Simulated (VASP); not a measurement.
# Si2Mo (I4/mmm) in VASP: notebook, part 3 of 3

VASP 6.6.1. Earlier steps stand in the parts before.

### 5 Single point, PBE

This run uses another cell than the first one, of the same volume but with other edges.

The input, INCAR:

```
SYSTEM = Si2Mo
PREC     = Accurate       ! precision mode
ENCUT    = 520            ! plane-wave cutoff, eV
EDIFF    = 1E-7           ! SCF threshold, eV
ISMEAR   = 0              ! smearing method
SIGMA    = 0.15           ! smearing width, eV
LREAL    = .False.        ! projectors in reciprocal space
LASPH    = .True.         ! aspherical terms in the spheres
NELM     = 60             ! most SCF steps
ALGO     = Fast           ! electronic algorithm
ISIF     = 2              ! what is computed and relaxed
LWAVE    = .False.        ! write WAVECAR
LCHARG   = .False.        ! write CHGCAR
GGA      = PE             ! functional
NBANDS   = 18             ! bands
```

The input, KPOINTS:

```
regular mesh
0
Gamma
  22 22 22
  0 0 0
```

The input, POSCAR:

```
Si2Mo
1.0
   -1.5581271570      1.5581271570      4.1947538670
    1.5581271570     -1.5581271570      4.1947538670
    1.5581271570      1.5581271570     -4.1947538670
Si Mo
2 1
Direct
    0.3350991396      0.3350991396      0.0000000000
    0.6649008604      0.6649008604      0.0000000000
    0.0000000000      0.0000000000      0.0000000000
```

Potentials or basis: VASP PAW PBE potentials, release 64 (Si, Mo_sv).

The run is started by

```console
> cat potpaw_PBE.64/Si/POTCAR potpaw_PBE.64/Mo_sv/POTCAR > POTCAR
> mpirun -np 1 vasp_std > vasp.out
```

OUTCAR:

```text
SYSTEM = Si2Mo
   PREC = Accurate
   ENCUT = 520
   EDIFF = 1E-7
   ISMEAR = 0
   LREAL = .False.
   LASPH = .True.
   NELM = 60
   ISIF = 2
   GGA = PE

 ion  position               nearest neighbor table
   1  0.335  0.335  0.000-   3 2.60   3 2.60   3 2.60   3 2.60   2 2.63   2 2.63   2 2.63   2 2.63
                             2 2.77   3 2.81
   2  0.665  0.665  0.000-   3 2.60   3 2.60   3 2.60   3 2.60   1 2.63   1 2.63   1 2.63   1 2.63
                             1 2.77   3 2.81
   3  0.000  0.000  0.000-   2 2.60   1 2.60   2 2.60   1 2.60   2 2.60   1 2.60   1 2.60   2 2.60
                             1 2.81   2 2.81

  LATTYP: Found a body centered tetragonal cell.
 ALAT       =     3.1162543140
 C/A-ratio  =     2.6921768536

  Lattice vectors:

 A1 = (  -1.5581271570,   1.5581271570,   4.1947538670)
 A2 = (   1.5581271570,  -1.5581271570,   4.1947538670)
 A3 = (   1.5581271570,   1.5581271570,  -4.1947538670)

Analysis of symmetry for initial positions (statically):
=====================================================================
 Subroutine PRICEL returns:
 Original cell was already a primitive cell.

 Routine SETGRP: Setting up the symmetry group for a
 body centered tetragonal supercell.

 Subroutine GETGRP returns: Found 16 space group operations
 (whereof 16 operations were pure point group operations)
 out of a pool of 16 trial point group operations.

The static configuration has the point symmetry D_4h.

Analysis of symmetry for dynamics (positions and initial velocities):
=====================================================================
 Subroutine PRICEL returns:
 Original cell was already a primitive cell.

 Routine SETGRP: Setting up the symmetry group for a
 body centered tetragonal supercell.

 Subroutine GETGRP returns: Found 16 space group operations
 (whereof 16 operations were pure point group operations)
 out of a pool of 16 trial point group operations.

The dynamic configuration has the point symmetry D_4h.

 Subroutine INISYM returns: Found 16 space group operations
[... 114 lines left out ...]
   ISMEAR =     0;   SIGMA  =   0.15  broadening in eV -4-tet -1-fermi 0-gaus
   EFERMI_NEDOS =   21; number of points for ismear=-14 and -15
   IALGO  =     68    algorithm
   IMIX   =      4    mixing-type and parameters
     AMIX     =   0.40;   BMIX     =  1.00
     AMIX_MAG =   1.60;   BMIX_MAG =  1.00
  volume/ion in A,a.u.               =      13.58        91.63
  Fermi-wavevector in a.u.,A,eV,Ry     =   1.333189  2.519361 24.182889  1.777392
  Thomas-Fermi vector in A             =   2.462066
   LORBIT       =      0    0 simple, 1 ext, 2 COOP (PROOUT), +10 PAW based schemes
   GGA     = PE    functional components
   LHFCALC =     F    Hartree Fock is set to
   AEXX    =    0.0000 exact exchange contribution
   IVDW    =     0    specifies the selected vdW correction
   LEPSILON=     F    determine dielectric tensor
   LRPA    =     F    only Hartree local field effects (RPA)
 non-spin polarized calculation
 RMM-DIIS sequential band-by-band and
 Gauss-broadening in eV      SIGMA  =   0.15
  energy-cutoff  :      520.00
  volume of cell :       40.74
 maximum number of plane-waves:      1115
   NGX = 17   NGY = 17   NGZ = 17

 number of electron      21.9999999 magnetization

 Free energy of the ion-electron system (eV)
  ---------------------------------------------------
  ext. energy  EPLUGINS =         0.00000000
  ---------------------------------------------------
  free energy    TOTEN  =       -23.00315778 eV

  energy without entropy =      -22.99665322  energy(sigma->0) =      -22.99990550

 E-fermi :  12.2245     XC(G=0): -12.3756

 val. band max:       12.2210423647   @ k =   0.5000   0.5000   0.2727
 cond. band min:      12.2261693840   @ k =  -0.3636   0.4545   0.3182
 fundamental gap:      0.0051270193
 Fermi energy:        12.2244912522

 k-point     1 :       0.0000    0.0000    0.0000
  band No.  band energies     occupation
      1     -48.5952      2.00000
      2     -22.8055      2.00000
      3     -22.5964      2.00000
      4     -22.5964      2.00000
      5      -1.2975      2.00000
      6       5.6510      2.00000
[... 481 lines left out ...]
      5       2.0501      2.00000
      6       3.3239      2.00000
[... 10 lines left out ...]
     17      19.0580      0.00000
     18      19.7162      0.00000

 [... further k-points ...]
[... 5 lines left out ...]
  --------------------------------------------------------------------------------------
  -------------------------------------------------------------------------------------
  Total        2.6497774      2.6497774     -4.9845053      0.0000000      0.0000000     -0.0000000
  in kB      104.2191946    104.2191946   -196.0470804      0.0000000      0.0000000     -0.0000000
  external PRESSURE =       4.1304363 kB  Pullay stress =       0.0000000 kB

 VOLUME and BASIS-vectors are now :
 -----------------------------------------------------------------------------
  energy-cutoff  :      520.00
  volume of cell :       40.74
      direct lattice vectors                 reciprocal lattice vectors
    -1.558127157  1.558127157  4.194753867     0.000000000  0.320898072  0.119196505
     1.558127157 -1.558127157  4.194753867     0.320898072  0.000000000  0.119196505
     1.558127157  1.558127157 -4.194753867     0.320898072  0.320898072  0.000000000

 POSITION                                       TOTAL-FORCE (eV/Angst)
 -----------------------------------------------------------------------------------
      0.00000      0.00000      2.81132        -0.000000     -0.000000      0.127933
      0.00000      0.00000      5.57819        -0.000000     -0.000000     -0.127933
      0.00000      0.00000      0.00000         0.000000      0.000000      0.000000
 -----------------------------------------------------------------------------------
    total drift:                               -0.000000     -0.000000      0.000000

  FREE ENERGIE OF THE ION-ELECTRON SYSTEM (eV)
  ---------------------------------------------------
  free  energy   TOTEN  =       -23.0031577796 eV

  energy  without entropy=      -22.9966532169  energy(sigma->0) =      -22.99990550
```

OSZICAR:

```text
N       E                     dE             d eps       ncg     rms          rms(c)
DAV:   1     0.120571247862E+03    0.12057E+03   -0.11278E+04 30040   0.116E+03
DAV:   2    -0.208147578940E+02   -0.14139E+03   -0.13857E+03 36234   0.297E+02
DAV:   3    -0.238666659013E+02   -0.30519E+01   -0.30161E+01 37150   0.389E+01
DAV:   4    -0.238840201347E+02   -0.17354E-01   -0.17326E-01 34948   0.321E+00
DAV:   5    -0.238841418847E+02   -0.12175E-03   -0.12174E-03 34958   0.282E-01    0.206E+01
RMM:   6    -0.231950977746E+02    0.68904E+00   -0.29451E+00 30616   0.110E+01    0.506E+00
RMM:   7    -0.230303519367E+02    0.16475E+00   -0.28394E-01 31076   0.350E+00    0.403E+00
RMM:   8    -0.230040361255E+02    0.26316E-01   -0.81681E-02 34902   0.192E+00    0.483E-01
RMM:   9    -0.230032321018E+02    0.80402E-03   -0.10530E-02 36662   0.647E-01    0.253E-01
RMM:  10    -0.230031486465E+02    0.83455E-04   -0.14377E-03 35734   0.291E-01    0.128E-01
RMM:  11    -0.230031578421E+02   -0.91956E-05   -0.28695E-04 37069   0.128E-01    0.456E-02
RMM:  12    -0.230031562404E+02    0.16016E-05   -0.64304E-05 36844   0.509E-02    0.177E-02
RMM:  13    -0.230031575545E+02   -0.13141E-05   -0.13788E-05 37928   0.225E-02    0.216E-02
RMM:  14    -0.230031575176E+02    0.36962E-07   -0.28193E-06 34644   0.998E-03    0.209E-02
RMM:  15    -0.230031577374E+02   -0.21980E-06   -0.75748E-07 30762   0.581E-03    0.179E-02
RMM:  16    -0.230031578550E+02   -0.11766E-06   -0.23354E-07 25102   0.278E-03    0.183E-02
RMM:  17    -0.230031577796E+02    0.75474E-07   -0.36482E-08 19883   0.140E-03
   1 F= -.23003158E+02 E0= -.22999905E+02  d E =-.650456E-02
```

It took 35 min on 1 thread of Oxide Virtual Turin-like, shared host; peak memory 0.65 GiB.

What came out:

```yaml
Free_energy: -23.0032 eV
Pressure: 0.4 GPa
Largest_force: 0.128 eV/Å
Band_gap_on_the_k_mesh: zero (bands 11 and 12 overlap by 1.09 eV)
```

Forces in eV/Å, atoms in the order of the input:
```
Si   0.000  0.000  0.128
Si   0.000  0.000 -0.128
Mo   0.000  0.000  0.000
```

Caveat: the stress differs along the axes, from -20 to 10 GPa.

### 6 Single point, PBE

This run uses another cell than the first one, of the same volume but with other edges.

The input, INCAR:

```
SYSTEM = Si2Mo
  PREC = Accurate
  ENCUT = 520
  EDIFF = 1E-6
  ISMEAR = 0
  SIGMA = 0.15
  LREAL = .FALSE.
  LASPH = .TRUE.
  NELM = 100
  ALGO = Fast
  ISIF = 2
  LWAVE = .FALSE.
  LCHARG = .FALSE.
  GGA = PE
  NBANDS = 18
```

The input, KPOINTS:

```
regular mesh
0
G
  22 22 22
  0 0 0
```

The input, POSCAR:

```
Si2Mo
1.0
   -1.6304596209      1.6304596209      3.8308238419
    1.6304596209     -1.6304596209      3.8308238419
    1.6304596209      1.6304596209     -3.8308238419
Si Mo
2 1
Direct
    0.3350991396      0.3350991396      0.0000000000
    0.6649008604      0.6649008604      0.0000000000
    0.0000000000      0.0000000000      0.0000000000
```

Potentials or basis: VASP PAW PBE potentials, release 64 (Si, Mo_sv).

The run is started by

```console
> cat potpaw_PBE.64/Si/POTCAR potpaw_PBE.64/Mo_sv/POTCAR > POTCAR
> mpirun -np 1 vasp_std > vasp.out
```

Run time: 28 min. Hardware: 1 thread of Oxide Virtual Turin-like, shared host; peak memory 0.64 GiB.

It converged, with:

```yaml
Free_energy: -23.2075 eV
Pressure: 1.3 GPa
Largest_force: 0.029 eV/Å
Band_gap_on_the_k_mesh: zero (bands 11 and 12 overlap by 0.83 eV)
```

Forces in eV/Å, atoms in the order of the input:
```
Si   0.000  0.000 -0.029
Si   0.000  0.000  0.029
Mo   0.000  0.000  0.000
```

Stress tensor (GPa, compression positive):
```
-4.18  0.00  0.00
 0.00 -4.18  0.00
 0.00  0.00 12.19
```

Levels at points of the mesh, in eV from the Fermi level:
```
           k point  band 9  band 10  band 11  band 12  band 13  band 14
(0.00, 0.00, 0.00)   -2.65    -2.65     0.27     2.98     3.28     3.28
(0.50, 0.00, 0.00)   -2.63    -2.33    -0.48     2.16     2.96     4.25
(0.50, 0.50, 0.00)   -4.33    -2.63    -1.16     2.19     2.78     3.63
(0.50, 0.50, 0.50)   -0.64    -0.64    -0.42    -0.42     0.44     5.28
```

Caveat: the stress differs along the axes, from -4 to 12 GPa.

### 7 Single point, PBE

This run uses another cell than the first one, of the same volume but with other edges.

The input, INCAR:

```
PREC     = Accurate       # precision mode
ENCUT    = 520            # plane-wave cutoff, eV
EDIFF    = 1E-6           # SCF threshold, eV
ISMEAR   = 0              # smearing method
SIGMA    = 0.15           # smearing width, eV
LREAL    = False          # projectors in reciprocal space
LASPH    = True           # aspherical terms in the spheres
NELM     = 80             # most SCF steps
ALGO     = Fast           # electronic algorithm
ISIF     = 2              # what is computed and relaxed
LWAVE    = False          # write WAVECAR
LCHARG   = False          # write CHGCAR
GGA      = PE             # functional
NBANDS   = 18             # bands
```

The input, KPOINTS:

```
regular mesh
0
Gamma
  22 22 22
```

The input, POSCAR:

```
Si2Mo
1.0
   -1.5824768268      1.5824768268      4.0666571443
    1.5824768268     -1.5824768268      4.0666571443
    1.5824768268      1.5824768268     -4.0666571443
Si Mo
2 1
Direct
    0.3350991396      0.3350991396      0.0000000000
    0.6649008604      0.6649008604      0.0000000000
    0.0000000000      0.0000000000      0.0000000000
```

The run is started by

```console
> cat potpaw_PBE.64/Si/POTCAR potpaw_PBE.64/Mo_sv/POTCAR > POTCAR
> mpirun -np 1 vasp_std > vasp.out
```

Run time: 32 min. Hardware: 1 thread of Oxide Virtual Turin-like, shared host; peak memory 0.64 GiB.

Results (log left out):

| Quantity | Value |
| --- | --- |
| Free energy | -23.1903 eV |
| Pressure | -0.1 GPa |
| Largest force | 0.054 eV/Å |
| Band gap on the k mesh | zero (bands 11 and 12 overlap by 0.93 eV) |

Forces in eV/Å, atoms in the order of the input:
```
Si   0.000  0.000  0.054
Si   0.000  0.000 -0.054
Mo   0.000  0.000  0.000
```

Stress tensor (GPa, compression positive):
```
  5.55   0.00   0.00
  0.00   5.55   0.00
  0.00   0.00 -11.45
```

Levels at points of the mesh, in eV from the Fermi level:
```
           k point  band 9  band 10  band 11  band 12  band 13  band 14
(0.00, 0.00, 0.00)   -2.45    -2.45     0.52     3.19     3.29     3.65
(0.50, 0.00, 0.00)   -2.70    -2.39    -0.44     2.28     3.28     3.62
(0.50, 0.50, 0.00)   -4.40    -3.37    -1.23     2.41     2.49     2.56
(0.50, 0.50, 0.50)   -0.68    -0.68    -0.24    -0.24     0.62     3.76
```

Caveat: the stress differs along the axes, from -11 to 6 GPa.

### 8 Overview

```csv
cell,gap on the mesh (eV),pressure (GPa),largest force (eV/Å)
"a = 4.271 Å, angles 133.2, 133.2, 68.4°, 3 atoms",none,9.9,0.23
"a = 4.934 Å, angles 144.3, 144.3, 51.4°, 3 atoms",none,2.8,0.29
"a = 4.397 Å, angles 135.8, 135.8, 64.3°, 3 atoms",none,3.4,0.02
"a = 4.738 Å, angles 141.6, 141.6, 55.4°, 3 atoms",none,0.4,0.13
"a = 4.471 Å, angles 137.2, 137.2, 62.1°, 3 atoms",none,1.3,0.03
"a = 4.642 Å, angles 140.1, 140.1, 57.6°, 3 atoms",none,-0.1,0.05
```

Alike in all rows: task single point; level PBE; potentials or basis VASP PAW PBE potentials, release 64 (Si, Mo_sv); no spin polarisation; k mesh 22 × 22 × 22; cutoff (eV) 520; smearing gaussian 0.15 eV.

Caveats: the stress differs along the axes, from -14 to 57 GPa (at least some runs); the stress differs along the axes, from -28 to 18 GPa (at least some runs); the stress differs along the axes, from -8 to 27 GPa (at least some runs); the stress differs along the axes, from -20 to 10 GPa (at least some runs); the stress differs along the axes, from -4 to 12 GPa (at least some runs); the stress differs along the axes, from -11 to 6 GPa (at least some runs).

Total energies depend on the potentials used, so only differences within one code and one set of settings carry meaning.

The gap in the log of VASP goes by the Fermi energy; the results here count the filled bands.